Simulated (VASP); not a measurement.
NiO:

```
Ni O
1.0
     0.00000    2.10818    2.10818
     2.10818    0.00000    2.10818
     2.10818    2.10818    0.00000
Ni O
1 1
Cartesian
  0.0000 0.0000 0.0000
  2.1082 2.1082 2.1082
```

- Program: VASP 6.6.1
- Task: relaxation of cell and atoms
- Functional: PBEsol
- Potentials or basis: VASP PAW PBE potentials, release 64 (Ni, O)
- Cutoff: 600 eV
- k mesh: 18 × 18 × 18
- Occupations: gaussian, width 0.1 eV
- Spin: collinear spin, ferromagnetic start
- Starting moments: [1.6, 0.32] μB

At the start: pressure -12.0 GPa; volume 9.37 Å³/atom.

**Question.** How do energy, volume and symmetry change on relaxing?

**Answer.** Over 4 steps the energy falls by 27.6 meV/atom and the volume is 8.63 Å³/atom (-7.9 %); space group Fm-3m (No. 225, to 0.1 Å) before and after; moment 0.88 μB per cell.

Step by step:
```
step  energy change (eV)  largest force (eV/Å)  pressure (GPa)  volume (Å³)
   1              0.0000                0.0000          -11.97        18.74
   2             -0.0503                0.0000            4.68        16.90
   3             -0.0550                0.0000           -0.98        17.33
   4             -0.0552                0.0000            0.06        17.25
```

Final structure:
```
Ni O
1.0
     0.00000    2.05083    2.05083
     2.05083    0.00000    2.05083
     2.05083    2.05083    0.00000
Ni O
1 1
Direct
  0.00000 0.00000 0.00000
  0.50000 0.50000 0.50000
```

Caveat: the PAW data sets were made with another functional, which shifts forces and pressure a little; a cell with one magnetic atom can't hold antiferromagnetic order, which such compounds often take.
